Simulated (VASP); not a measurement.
Set up this calculation in VASP 6.6.1, as the native input.

```yaml
Task: single point
Functional: LDA
Potentials_or_basis: VASP PAW LDA potentials, release 64 (Pd)
Cutoff: 520 eV
k_mesh: 14 × 14 × 14
Occupations: fermi-dirac, width 0.01 eV
Spin: collinear spin, ferromagnetic start
Starting_moments: "[0.5] μB"
Dipole_correction: no
Further_INCAR_settings: ALGO = Normal; EDIFF = 1e-06; NBANDS = 15
```

The structure of Pd lies in POSCAR:

```
Pd
1.0
    0.0000000000      1.9202771092      1.9202771092
    1.9202771092      0.0000000000      1.9202771092
    1.9202771092      1.9202771092      0.0000000000
Pd
1
Direct
    0.0000000000      0.0000000000      0.0000000000
```

These files were run (other wordings do the same):

INCAR

```
ALGO     = Normal         # electronic algorithm
EDIFF    = 1E-6           # SCF threshold, eV
ENCUT    = 520            # plane-wave cutoff, eV
GGA      = CA             # functional
ISIF     = 2              # what is computed and relaxed
ISMEAR   = -1             # smearing method
ISPIN    = 2              # spin polarisation
LASPH    = True           # aspherical terms in the spheres
LCHARG   = False          # write CHGCAR
LMAXMIX  = 4              # l up to which the mixer works
LORBIT   = 11             # projections on sites
LREAL    = False          # projectors in reciprocal space
LWAVE    = False          # write WAVECAR
MAGMOM   = 0.5            # initial moments
NBANDS   = 15             # bands
NELM     = 150            # most SCF steps
PREC     = Accurate       # precision mode
SIGMA    = 0.01           # smearing width, eV
```

KPOINTS

```
k-points
0
Gamma
  14 14 14
```

Potentials or basis: VASP PAW LDA potentials, release 64 (Pd).

Command:

```console
$ cat potpaw_LDA.64/Pd/POTCAR > POTCAR
$ mpirun -np 1 vasp_std > vasp.out
```

Results of the run:

| Item | Value |
| --- | --- |
| Pressure | 0.4 GPa |
| Net moment | 0.32 μB per cell |
| Site moments | Pd +0.31 μB |
| Valence electrons inside the program's atomic spheres | Pd 9.53 |

Wall time 26 s on 1 thread of Intel(R) Xeon(R) Platinum 8375C CPU @ 2.90GHz (Ice Lake) (shared host), peak memory 0.14 GiB.
